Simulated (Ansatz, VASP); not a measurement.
InSb3: VASP beside Ansatz

```
Sb In
1.0
     0.00000    3.76909    3.76909
     3.76909    0.00000    3.76909
     3.76909    3.76909    0.00000
Sb In
3 1
Direct
  0.50000 0.50000 0.50000
  0.75000 0.75000 0.75000
  0.25000 0.25000 0.25000
  0.00000 0.00000 0.00000
```

Alike in both runs: task single point; functional r2SCAN; k mesh 6 × 6 × 6; occupations fermi-dirac, width 0.05 eV; no spin polarisation.

```csv
,VASP,Ansatz
version,VASP 6.6.1,Ansatz 0.2.0
potentials or method,"VASP PAW PBE potentials, release 64 (Sb, In_d)",Ansatz PAW
plane-wave cutoff (eV),520,500
valence electrons in the cell,28,58
```

|  | VASP | Ansatz | Ansatz less VASP |
| --- | --- | --- | --- |
| gap on the k mesh at the Fermi level (eV) | none | none | - |
| pressure (GPa) | 0.0 | 0.0 | +0.03 |

VASP's potentials were made for PBE, not for r2SCAN. A gap of «none» marks a metal or a gap that the smearing closes. VASP's potentials hold 28 valence electrons a cell and Ansatz's 58, so a difference there can come from the potentials and not from the codes.

Neither program's run includes spin-orbit coupling.
